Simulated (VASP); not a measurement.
# In (Im-3m) in VASP: notebook

In is run at these levels: PBEsol; tasks: single point.

Everything below comes from runs of VASP 6.6.1. Logs are shortened: lines on timing, memory, paths and dates and some standing lists are left out, and cuts for length are marked.

### Step 1. The cell of the first run

The structure is cubic, space group Im-3m (No. 229). The conventional cell has a = 3.796 Å, b = 3.796 Å, c = 3.796 Å, α = 90.00°, β = 90.00°, γ = 90.00°. In (site symmetry m-3m) has 14 In at 3.29 to 3.80 Å within 4.3 Å.

### Step 2. Single point, PBEsol

File INCAR:

```
SYSTEM = In
PREC = Accurate
ENCUT = 520
EDIFF = 1E-6
ISMEAR = 1
SIGMA = 0.05
LREAL = .False.
LASPH = .True.
NELM = 60
ALGO = Normal
ISIF = 2
LWAVE = .False.
LCHARG = .True.
GGA = PS
LELF = .True.
LVHAR = .True.
NBANDS = 12
```

File KPOINTS:

```
Automatic mesh
0
Gamma
  11 11 11
  0 0 0
```

File POSCAR:

```
In
1.0
   -1.8980837634      1.8980837634      1.8980837634
    1.8980837634     -1.8980837634      1.8980837634
    1.8980837634      1.8980837634     -1.8980837634
In
1
Direct
    0.0000000000      0.0000000000      0.0000000000
```

Potentials or basis: VASP PAW PBE potentials, release 64 (In_d).

Run with:

```
$ cat potpaw_PBE.64/In_d/POTCAR > POTCAR
$ mpirun -np 1 vasp_std > vasp.out
```

OUTCAR:

```text
SYSTEM = In
   PREC = Accurate
   ENCUT = 520
   EDIFF = 1E-6
   ISMEAR = 1
   LREAL = .False.
   LASPH = .True.
   NELM = 60
   ISIF = 2
   GGA = PS

 ion  position               nearest neighbor table
   1  0.000  0.000  0.000-

  LATTYP: Found a body centered cubic cell.
 ALAT       =     3.7961675268

  Lattice vectors:

 A1 = (  -1.8980837634,   1.8980837634,   1.8980837634)
 A2 = (   1.8980837634,  -1.8980837634,   1.8980837634)
 A3 = (   1.8980837634,   1.8980837634,  -1.8980837634)

Analysis of symmetry for initial positions (statically):
=====================================================================
 Subroutine PRICEL returns:
 Original cell was already a primitive cell.

 Routine SETGRP: Setting up the symmetry group for a
 body centered cubic supercell.

 Subroutine GETGRP returns: Found 48 space group operations
 (whereof 48 operations were pure point group operations)
 out of a pool of 48 trial point group operations.

The static configuration has the point symmetry O_h .

Analysis of symmetry for dynamics (positions and initial velocities):
=====================================================================
 Subroutine PRICEL returns:
 Original cell was already a primitive cell.

 Routine SETGRP: Setting up the symmetry group for a
 body centered cubic supercell.

 Subroutine GETGRP returns: Found 48 space group operations
 (whereof 48 operations were pure point group operations)
 out of a pool of 48 trial point group operations.

The dynamic configuration has the point symmetry O_h .

 Subroutine INISYM returns: Found 48 space group operations
 (whereof 48 operations are pure point group operations),
 and found     1 'primitive' translations

----------------------------------------------------------------------------------------

                                     Primitive cell

  volume of cell :      27.3531

  direct lattice vectors                    reciprocal lattice vectors
    -1.898083763  1.898083763  1.898083763     0.000000000  0.263423569  0.263423569
     1.898083763 -1.898083763  1.898083763     0.263423569  0.000000000  0.263423569
     1.898083763  1.898083763 -1.898083763     0.263423569  0.263423569  0.000000000

  length of vectors
     3.287577515  3.287577515  3.287577515     0.372537185  0.372537185  0.372537185

  position of ions in fractional coordinates (direct lattice)
     0.000000000  0.000000000  0.000000000

  ion indices of the primitive-cell ions
   primitive index   ion index
                 1           1

----------------------------------------------------------------------------------------

 KPOINTS: Automatic mesh

Automatic generation of k-mesh.
 Grid dimensions read from file:
 generate k-points for:   11   11   11

 Generating k-lattice:

  Cartesian coordinates                     Fractional coordinates (reciprocal lattice)
     0.000000000  0.023947597  0.023947597     0.090909091  0.000000000  0.000000000
     0.023947597  0.000000000  0.023947597     0.000000000  0.090909091  0.000000000
     0.023947597  0.023947597  0.000000000     0.000000000  0.000000000  0.090909091

  Length of vectors
     0.033867017  0.033867017  0.033867017

  Shift w.r.t. Gamma in fractional coordinates (k-lattice)
     0.000000000  0.000000000  0.000000000

 Subroutine IBZKPT returns following result:
 ===========================================

 Found     56 irreducible k-points:

 Following reciprocal coordinates:
            Coordinates               Weight
  0.000000  0.000000  0.000000      1.000000
  0.090909  0.000000  0.000000     12.000000
  0.181818  0.000000  0.000000     12.000000
  0.272727  0.000000  0.000000     12.000000
  0.363636  0.000000  0.000000     12.000000
  0.454545  0.000000  0.000000     12.000000
[... 16 lines left out ...]
  0.272727  0.181818  0.090909     48.000000
  0.363636  0.181818  0.090909     24.000000
 [... further k-points ...]
   k-points           NKPTS =     56   k-points in BZ     NKDIM =     56   number of bands    NBANDS=     12
   number of dos      NEDOS =    301   number of ions     NIONS =      1
   total plane-waves  NPLWV =  13824
   dimension x,y,z NGX =    24 NGY =   24 NGZ =   24
   dimension x,y,z NGXF=    48 NGYF=   48 NGZF=   48
   ions per type =               1
   NGX,Y,Z   is equivalent  to a cutoff of  12.14, 12.14, 12.14 a.u.
   NGXF,Y,Z  is equivalent  to a cutoff of  24.27, 24.27, 24.27 a.u.
 SYSTEM =  In
   PREC   = accura    normal or accurate (medium, high low for compatibility)
   ISTART =      0    job   : 0-new  1-cont  2-samecut
   ICHARG =      2    charge: 1-file 2-atom 10-const
   ISPIN  =      1    spin polarized calculation?
   LNONCOLLINEAR =      F non collinear calculations
   LSORBIT =      F    spin-orbit coupling
   LASPH  =      T    aspherical Exc in radial PAW
   ENCUT  =  520.0 eV  38.22 Ry    6.18 a.u.   6.11  6.11  6.11*2*pi/ulx,y,z
   NELM   =     60;   NELMIN=  2; NELMDL= -5     # of ELM steps
   EDIFF  = 0.1E-05   stopping-criterion for ELM
   LREAL  =      F    real-space projection
   EDIFFG = 0.1E-04   stopping-criterion for IOM
   NSW    =      0    number of steps for IOM
   IBRION =     -1    ionic relax: 0-MD 1-quasi-New 2-CG
   NFREE  =      0    steps in history (QN), initial steepest desc. (CG)
   ISIF   =      2    stress and relaxation
   ISYM   =      2    0-nonsym 1-usesym 2-fastsym
   POTIM  = 0.5000    time-step for ionic-motion
   TEBEG  =    0.0;   TEEND  =   0.0 temperature during run
   PSTRESS=    0.0 pullay stress
   NELECT =      13.0000    total number of electrons
   NUPDOWN=      -1.0000    fix difference up-down
   EMIN   =  10.00;   EMAX   =-10.00  energy-range for DOS
   EFERMI =   0.00;   METHOD = LEGACY
   ISMEAR =     1;   SIGMA  =   0.05  broadening in eV -4-tet -1-fermi 0-gaus
   EFERMI_NEDOS =   21; number of points for ismear=-14 and -15
   IALGO  =     38    algorithm
   IMIX   =      4    mixing-type and parameters
     AMIX     =   0.40;   BMIX     =  1.00
     AMIX_MAG =   1.60;   BMIX_MAG =  1.00
  volume/ion in A,a.u.               =      27.35       184.59
  Fermi-wavevector in a.u.,A,eV,Ry     =   1.277577  2.414271 22.207486  1.632204
  Thomas-Fermi vector in A             =   2.410169
   LORBIT       =      0    0 simple, 1 ext, 2 COOP (PROOUT), +10 PAW based schemes
[... 44 lines left out ...]

 k-point     2 :       0.0909    0.0000    0.0000
  band No.  band energies     occupation
      1      -7.6847      2.00000
      2      -7.6692      2.00000
      3      -7.6459      2.00000
      4      -7.4343      2.00000
      5      -7.4262      2.00000
      6      -2.2091      2.00000
      7      15.7629      0.00000
      8      16.6715      0.00000
      9      17.0699      0.00000
     10      18.7225      0.00000
     11      19.0630      0.00000
     12      19.5640      0.00000

 k-point     3 :       0.1818    0.0000    0.0000
  band No.  band energies     occupation
      1      -7.7060      2.00000
      2      -7.6561      2.00000
      3      -7.5619      2.00000
      4      -7.4525      2.00000
      5      -7.4270      2.00000
      6      -1.6487      2.00000
      7      12.7120      0.00000
      8      15.2786      0.00000
      9      16.1051      0.00000
     10      17.8990      0.00000
     11      18.1633      0.00000
     12      19.9134      0.00000

 k-point     4 :       0.2727    0.0000    0.0000
  band No.  band energies     occupation
      1      -7.7338      2.00000
      2      -7.6592      2.00000
      3      -7.4609      2.00000
      4      -7.4494      2.00000
      5      -7.4279      2.00000
      6      -0.7040      2.00000
      7       9.7027      0.00000
      8      14.0211      0.00000
      9      15.1399      0.00000
     10      17.2953      0.00000
     11      17.4634      0.00000
     12      20.8166      0.00000

 k-point     5 :       0.3636    0.0000    0.0000
  band No.  band energies     occupation
      1      -7.7593      2.00000
      2      -7.6829      2.00000
      3      -7.4519      2.00000
      4      -7.4283      2.00000
      5      -7.3431      2.00000
      6       0.6239      2.00000
      7       6.9559     -0.07091
      8      13.1063      0.00000
      9      14.4323      0.00000
     10      16.9084      0.00000
     11      16.9993      0.00000
     12      22.0721      0.00000

 k-point     6 :       0.4545    0.0000    0.0000
  band No.  band energies     occupation
      1      -7.7744      2.00000
      2      -7.7039      2.00000
      3      -7.4412      2.00000
      4      -7.4284      2.00000
      5      -7.2786      2.00000
      6       2.2874      2.00000
      7       4.5743      2.00000
      8      12.6271      0.00000
      9      14.0646      0.00000
     10      16.7229      0.00000
     11      16.7692      0.00000
     12      23.3513      0.00000

 k-point     7 :       0.0909    0.0909    0.0000
  band No.  band energies     occupation
      1      -7.6895      2.00000
      2      -7.6690      2.00000
      3      -7.5877      2.00000
      4      -7.4481      2.00000
      5      -7.4270      2.00000
      6      -1.8362      2.00000
      7      13.9710      0.00000
      8      14.8977      0.00000
      9      16.0824      0.00000
     10      18.7021      0.00000
     11      18.7728      0.00000
     12      19.8831      0.00000

 k-point     8 :       0.1818    0.0909   -0.0000
  band No.  band energies     occupation
      1      -7.7109      2.00000
      2      -7.6580      2.00000
      3      -7.4972      2.00000
      4      -7.4633      2.00000
      5      -7.4281      2.00000
      6      -1.0829      2.00000
      7      11.2194      0.00000
      8      13.3396      0.00000
      9      15.0171      0.00000
     10      18.0699      0.00000
     11      19.0977      0.00000
     12      19.9457      0.00000
[... 166 lines left out ...]
 k-point    20 :       0.3636    0.0909    0.0909
  band No.  band energies     occupation
      1      -7.7515      2.00000
      2      -7.6710      2.00000
      3      -7.4377      2.00000
      4      -7.4279      2.00000
      5      -7.3354      2.00000
      6       2.6274      2.00000
      7       4.9562      2.00000
      8      10.4998      0.00000
      9      11.6914      0.00000
     10      19.5214      0.00000
     11      19.6389      0.00000
     12      23.8660      0.00000

 k-point    21 :      -0.0909    0.0909    0.0909
  band No.  band energies     occupation
      1      -7.6596      2.00000
      2      -7.6596      2.00000
      3      -7.6474      2.00000
      4      -7.4519      2.00000
      5      -7.4216      2.00000
      6      -2.0235      2.00000
      7      15.5861      0.00000
      8      15.7931      0.00000
      9      15.7931      0.00000
     10      17.6579      0.00000
     11      19.6020      0.00000
     12      19.6020      0.00000

 k-point    22 :       0.1818    0.1818    0.0909
  band No.  band energies     occupation
      1      -7.7181      2.00000
      2      -7.6680      2.00000
      3      -7.4464      2.00000
      4      -7.4373      2.00000
      5      -7.3937      2.00000
      6       0.8116      2.00000
      7       8.3962      0.00000
      8       9.9180      0.00000
      9      11.5217      0.00000
     10      21.2367      0.00000
     11      21.3047      0.00000
     12      22.5761      0.00000

 k-point    23 :       0.2727    0.1818    0.0909
  band No.  band energies     occupation
      1      -7.7250      2.00000
      2      -7.6385      2.00000
      3      -7.4419      2.00000
      4      -7.4378      2.00000
      5      -7.3851      2.00000
      6       2.2806      2.00000
      7       6.4463      2.00000
      8       8.8273      0.00000
      9      10.9572      0.00000
     10      20.9519      0.00000
     11      22.5180      0.00000
     12      22.7906      0.00000

 k-point    24 :       0.3636    0.1818    0.0909
  band No.  band energies     occupation
      1      -7.7278      2.00000
      2      -7.6250      2.00000
      3      -7.4407      2.00000
      4      -7.4325      2.00000
      5      -7.3893      2.00000
      6       3.5900      2.00000
      7       4.8842      2.00000
      8       8.5448      0.00000
      9      10.7730      0.00000
     10      20.8304      0.00000
     11      22.6362      0.00000
     12      23.8801      0.00000

 [... further k-points ...]
[... 5 lines left out ...]
  --------------------------------------------------------------------------------------
  -------------------------------------------------------------------------------------
  Total       -0.3584751     -0.3584751     -0.3584751      0.0000000      0.0000000     -0.0000000
  in kB      -20.9973018    -20.9973018    -20.9973018      0.0000000      0.0000000     -0.0000000
  external PRESSURE =     -20.9973018 kB  Pullay stress =       0.0000000 kB

 VOLUME and BASIS-vectors are now :
 -----------------------------------------------------------------------------
  energy-cutoff  :      520.00
  volume of cell :       27.35
      direct lattice vectors                 reciprocal lattice vectors
    -1.898083763  1.898083763  1.898083763     0.000000000  0.263423569  0.263423569
     1.898083763 -1.898083763  1.898083763     0.263423569  0.000000000  0.263423569
     1.898083763  1.898083763 -1.898083763     0.263423569  0.263423569  0.000000000

 POSITION                                       TOTAL-FORCE (eV/Angst)
 -----------------------------------------------------------------------------------
      0.00000      0.00000      0.00000         0.000000     -0.000000      0.000000
 -----------------------------------------------------------------------------------
    total drift:                                0.000000      0.000000      0.000000

  FREE ENERGIE OF THE ION-ELECTRON SYSTEM (eV)
  ---------------------------------------------------
  free  energy   TOTEN  =        -2.9592529961 eV

  energy  without entropy=       -2.9590624819  energy(sigma->0) =       -2.95918949
```

It took 8.5 s on 1 thread of Intel Xeon Platinum 8488C (Sapphire Rapids), shared host; peak memory 0.15 GiB.

What came out:

```
Free energy : -2.9593 eV
Pressure    : -2.1 GPa
```

Caveat: the PAW data sets were made with another functional, which shifts forces and pressure a little; spin-orbit coupling is left out, which moves the levels of the heavy elements.

### Step 3. Single point, PBEsol

This run uses another cell than the first one, of 28.02 Å³/atom, 1.024 times its volume.

File INCAR:

```
  ALGO = Normal
  EDIFF = 1E-7
  ENCUT = 520
  GGA = PS
  ISIF = 2
  ISMEAR = 1
  LASPH = True
  LCHARG = True
  LELF = True
  LREAL = False
  LVHAR = True
  LWAVE = False
  NBANDS = 12
  NELM = 80
  PREC = Accurate
  SIGMA = 0.05
```

File KPOINTS:

```
k-points
0
Gamma
  11 11 11
```

File POSCAR:

```
In
1.0
   -1.9133915516      1.9133915516      1.9133915516
    1.9133915516     -1.9133915516      1.9133915516
    1.9133915516      1.9133915516     -1.9133915516
In
1
Direct
    0.0000000000      0.0000000000      0.0000000000
```

Potentials or basis: VASP PAW PBE potentials, release 64 (In_d).

Run with:

```
$ cat potpaw_PBE.64/In_d/POTCAR > POTCAR
$ mpirun -np 1 vasp_std > vasp.out
```

It took 17 s on 1 thread of Intel Xeon Platinum 8488C (Sapphire Rapids), shared host; peak memory 0.16 GiB.

Results (log left out):

```
Free energy : -2.9492 eV
Pressure    : -2.8 GPa
```

Levels at points of the mesh, in eV from the Fermi level:
| k point | band 2 | band 3 | band 4 | band 5 | band 6 | band 7 | band 8 | band 9 | band 10 | band 11 |
| --- | --- | --- | --- | --- | --- | --- | --- | --- | --- | --- |
| (0.00, 0.00, 0.00) | -14.55 | -14.55 | -14.31 | -14.31 | -9.13 | 10.32 | 10.32 | 10.32 | 12.76 | 12.76 |

Caveat: the PAW data sets were made with another functional, which shifts forces and pressure a little; spin-orbit coupling is left out, which moves the levels of the heavy elements.

### Step 4. Single point, PBEsol

This run uses another cell than the first one, of 28.69 Å³/atom, 1.049 times its volume.

File INCAR:

```
SYSTEM = In
PREC     = Accurate       ! precision mode
ENCUT    = 520            ! plane-wave cutoff, eV
EDIFF    = 1E-6           ! SCF threshold, eV
ISMEAR   = 1              ! smearing method
SIGMA    = 0.05           ! smearing width, eV
LREAL    = .FALSE.        ! projectors in reciprocal space
LASPH    = .TRUE.         ! aspherical terms in the spheres
NELM     = 60             ! most SCF steps
ALGO     = Normal         ! electronic algorithm
ISIF     = 2              ! what is computed and relaxed
LWAVE    = .FALSE.        ! write WAVECAR
LCHARG   = .FALSE.        ! write CHGCAR
GGA      = PS             ! functional
NBANDS   = 12             ! bands
```

File KPOINTS:

```
Automatic mesh
0
G
  11 11 11
  0 0 0
```

File POSCAR:

```
In
1.0
   -1.9284582472      1.9284582472      1.9284582472
    1.9284582472     -1.9284582472      1.9284582472
    1.9284582472      1.9284582472     -1.9284582472
In
1
Direct
    0.0000000000      0.0000000000      0.0000000000
```

Run with:

```
$ cat potpaw_PBE.64/In_d/POTCAR > POTCAR
$ mpirun -np 1 vasp_std > vasp.out
```

Run time: 14 s. Hardware: 1 thread of Intel Xeon Platinum 8488C (Sapphire Rapids), shared host; peak memory 0.16 GiB.

Results (log left out):

```
Free energy : -2.9364 eV
Pressure    : -3.5 GPa
```

Levels at points of the mesh, in eV from the Fermi level:
| k point | band 2 | band 3 | band 4 | band 5 | band 6 | band 7 | band 8 | band 9 | band 10 | band 11 |
| --- | --- | --- | --- | --- | --- | --- | --- | --- | --- | --- |
| (0.00, 0.00, 0.00) | -14.52 | -14.52 | -14.30 | -14.30 | -8.97 | 10.09 | 10.09 | 10.09 | 12.69 | 12.69 |

Caveat: the PAW data sets were made with another functional, which shifts forces and pressure a little; spin-orbit coupling is left out, which moves the levels of the heavy elements.

### Step 5. Single point, PBEsol

This run uses another cell than the first one, of 29.35 Å³/atom, 1.073 times its volume.

File INCAR:

```
PREC = Accurate ; ENCUT = 520
EDIFF = 1E-6 ; ISMEAR = 1
SIGMA = 0.05 ; LREAL = False
LASPH = True ; NELM = 60
ALGO = Normal ; ISIF = 2
LWAVE = False ; LCHARG = False
GGA = PS ; NBANDS = 12
```

File KPOINTS:

```
Automatic mesh
0
Gamma
  11 11 11
```

File POSCAR:

```
In
1.0
   -1.9432931243      1.9432931243      1.9432931243
    1.9432931243     -1.9432931243      1.9432931243
    1.9432931243      1.9432931243     -1.9432931243
In
1
Direct
    0.0000000000      0.0000000000      0.0000000000
```

Run with:

```
$ cat potpaw_PBE.64/In_d/POTCAR > POTCAR
$ mpirun -np 1 vasp_std > vasp.out
```

It took 14 s on 1 thread of Intel Xeon Platinum 8488C (Sapphire Rapids), shared host; peak memory 0.16 GiB.

Results (log left out):

| Quantity | Value |
| --- | --- |
| Free energy | -2.9210 eV |
| Pressure | -4.0 GPa |

Levels at points of the mesh, in eV from the Fermi level:
```tsv
k point	band 4	band 5	band 6	band 7	band 8	band 9
(0.00, 0.00, 0.00)	-14.29	-14.29	-8.82	9.87	9.87	9.87
```

Caveat: the PAW data sets were made with another functional, which shifts forces and pressure a little; spin-orbit coupling is left out, which moves the levels of the heavy elements.

### Step 6. The runs side by side

| cell | gap on the mesh (eV) | pressure (GPa) |
| --- | --- | --- |
| a = 3.288 Å, angles 109.5°, 1 atom | none | -2.1 |
| a = 3.314 Å, angles 109.5°, 1 atom | none | -2.8 |
| a = 3.340 Å, angles 109.5°, 1 atom | none | -3.5 |
| a = 3.366 Å, angles 109.5°, 1 atom | none | -4.0 |

Alike in all rows: task single point; level PBEsol; potentials or basis VASP PAW PBE potentials, release 64 (In_d); no spin polarisation; k mesh 11 × 11 × 11; cutoff (eV) 520; smearing methfessel-paxton 0.05 eV.

Caveats: the PAW data sets were made with another functional, which shifts forces and pressure a little; spin-orbit coupling is left out, which moves the levels of the heavy elements.

Total energies depend on the potentials used, so only differences within one code and one set of settings carry meaning.
